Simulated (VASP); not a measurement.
Runs of VASP 6.6.1 on ZnS (Wurtzite-2H). The structure is that of space group P6_3mc (No. 186), or close to it. The cells are those of the table. 

| cell | gap on the mesh (eV) | pressure (GPa) | largest force (eV/Å) |
| --- | --- | --- | --- |
| a = 3.733, b = 3.733, c = 6.107 Å, angles 90.0, 90.0, 120.0°, 4 atoms | 2.55 | 8.1 | 0.40 |
| a = 3.886, b = 3.886, c = 6.356 Å, angles 90.0, 90.0, 120.0°, 4 atoms | 1.98 | -1.6 | 0.26 |
| a = 3.785, b = 3.785, c = 6.192 Å, angles 90.0, 90.0, 120.0°, 4 atoms | (b) | 4.2 | 0.35 |
| a = 3.861, b = 3.861, c = 6.316 Å, angles 90.0, 90.0, 120.0°, 4 atoms | (a) | -0.4 | 0.28 |
| a = 3.836, b = 3.836, c = 6.275 Å, angles 90.0, 90.0, 120.0°, 4 atoms | 2.16 | 1.0 | 0.30 |
| a = 3.759, b = 3.759, c = 6.150 Å, angles 90.0, 90.0, 120.0°, 4 atoms | (d) | 6.1 | (c) |

Alike in all rows: task single point; level PBE; potentials or basis VASP PAW PBE potentials, release 64 (Zn, S); no spin polarisation; k mesh 6 × 6 × 4; cutoff (eV) 520; smearing gaussian 0.01 eV.

Fill in the values left out.

(a) 2.07; (b) 2.35; (c) 0.38; (d) 2.45.

